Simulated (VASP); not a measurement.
Be:

```
Be
1.0
    -1.43500    1.78802    1.78954
     1.43500   -1.78802    1.78954
     1.43500    1.78802   -1.78954
Be
2
Direct
  0.73440 0.23440 0.50000
  0.26560 0.76560 0.50000
```

The cell was generated, and may not be a known phase.

| Quantity | Value |
| --- | --- |
| Program | VASP 6.6.1 |
| Task | relaxation of cell and atoms |
| Functional | PBE |
| Potentials or basis | VASP PAW PBE potentials, release 64 (Be) |
| Cutoff | 600 eV |
| k mesh | 8 × 8 × 8 |
| Occupations | gaussian, width 0.1 eV |
| Spin | no spin polarisation |

At the start: pressure 19.0 GPa; volume 9.18 Å³/atom.

Where does the relaxation end?

Over 19 steps the energy falls by 778.6 meV/atom and the volume is 9.66 Å³/atom (+5.2 %); space group Immm (No. 71, to 0.1 Å) before, P6/mmm (No. 191, to 0.1 Å).

The path:
| step | energy change (eV) | largest force (eV/Å) | pressure (GPa) | volume (Å³) |
| --- | --- | --- | --- | --- |
| 1 | 0.0000 | 3.0796 | 18.97 | 18.37 |
| 2 | -0.6700 | 1.4688 | -2.73 | 20.95 |
| 3 | -0.7148 | 1.0697 | 0.15 | 19.90 |
| 4 | -0.8814 | 0.1157 | -2.89 | 20.06 |
| 5 | -1.1019 | 0.6636 | -5.12 | 20.16 |
| 6 | -1.3442 | 1.0554 | 2.01 | 19.76 |
| 7 | -1.3625 | 1.1476 | -2.84 | 20.00 |
| 8 | -1.4439 | 0.5866 | 1.84 | 19.76 |
| 9 | -1.4471 | 0.6586 | 0.99 | 19.80 |
| 10 | -1.4760 | 0.5409 | 0.16 | 19.92 |
| 11 | -1.5039 | 0.3755 | -1.05 | 20.15 |
| 12 | -1.5055 | 0.3337 | -1.27 | 20.21 |
| 13 | -1.5316 | 0.2146 | -1.21 | 20.09 |
| 14 | -1.5509 | 0.0118 | -0.83 | 19.84 |
| 15 | -1.5554 | 0.0705 | -0.79 | 19.59 |
| 16 | -1.5554 | 0.0721 | -0.79 | 19.59 |
| 17 | -1.5565 | 0.0497 | 0.00 | 19.41 |
| 18 | -1.5566 | 0.0406 | 0.32 | 19.34 |
| 19 | -1.5571 | 0.0151 | 0.08 | 19.33 |

Final structure:
```
CELL_PARAMETERS angstrom
-1.07066 1.86251 2.42306
1.07066 -1.86251 2.42306
1.07066 1.86251 -2.42306
ATOMIC_POSITIONS crystal
Be 0.75061 0.25061 0.50000
Be 0.24939 0.74939 0.50000
```
